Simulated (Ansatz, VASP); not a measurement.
## PtSe2 in VASP and in Ansatz

```xyz
3
Lattice="3.6990 0.0000 0.0000 -1.8495 3.2034 0.0000 0.0000 0.0000 5.0280" Properties=species:S:1:pos:R:3 pbc="T T T"
Pt    0.0000    0.0000    0.0000
Se    1.8495    1.0678    3.7710
Se    0.0000    2.1356    1.2570
```

Alike in both runs: task single point; functional LDA; k mesh 8 × 8 × 5; occupations fermi-dirac, width 0.05 eV; no spin polarisation.

|  | VASP | Ansatz |
| --- | --- | --- |
| version | VASP 6.6.1 | Ansatz 0.2.0 |
| potentials or method | VASP PAW LDA potentials, release 64 (Pt, Se) | JTH PAW LDA |
| plane-wave cutoff (eV) | 520 | 750 |
| valence electrons in the cell | 22 | 22 |

VASP gave:

* gap on the k mesh at the Fermi level (eV): none
* pressure (GPa): 2.8
* traceless stress, the component that is largest in VASP (GPa): -1.49
* rms of the force components (eV/Å): 0.241

Question: Which values does Ansatz return?

Answer: gap on the k mesh at the Fermi level (eV): none; pressure (GPa): 2.7; traceless stress, the component that is largest in VASP (GPa): -1.47; rms of the force components (eV/Å): 0.246.

LDA's correlation is that of Perdew and Zunger in VASP and of Perdew and Wang (1992) in Ansatz. Atom by atom the forces differ by 0.005 eV/Å (rms over components). A gap of «none» marks a metal or a gap that the smearing closes.

Neither program's run includes spin-orbit coupling.
